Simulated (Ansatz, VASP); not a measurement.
# ZnPt in VASP and in Ansatz

```
CELL_PARAMETERS angstrom
2.80229 0.00000 0.00000
0.00000 2.80229 0.00000
0.00000 0.00000 3.46213
ATOMIC_POSITIONS crystal
Zn 0.50000 0.50000 0.50000
Pt 0.00000 0.00000 0.00000
```

Alike in both runs: task relaxation of cell and atoms; functional LDA; k mesh 16 × 16 × 12; occupations gaussian, width 0.1 eV; no spin polarisation.

```csv
,VASP,Ansatz
version,VASP 6.6.1,Ansatz 0.2.0
potentials or method,"VASP PAW LDA potentials, release 64 (Zn, Pt), cutoff 500 eV","scalar-relativistic, plane waves, PAW"
valence electrons in the cell,22,30
```

VASP gave:

```
gap on the k mesh at the Fermi level, each at its own relaxed structure (eV)  : none
relaxed volume (Å³/atom)                                                      : 13.66
relaxed length of the cell vector where the two differ most in proportion (Å) : 3.450
```

Q: What did Ansatz give for the same quantities?

A: gap on the k mesh at the Fermi level, each at its own relaxed structure (eV): none; relaxed volume (Å³/atom): 13.59; relaxed length of the cell vector where the two differ most in proportion (Å): 3.443.

LDA's correlation is that of Perdew and Zunger in VASP and of Perdew and Wang (1992) in Ansatz. A gap of «none» marks a metal or a gap that the smearing closes. VASP's potentials hold 22 valence electrons a cell and Ansatz's 30, so a difference there can come from the potentials and not from the codes.

Spin-orbit coupling is off throughout.
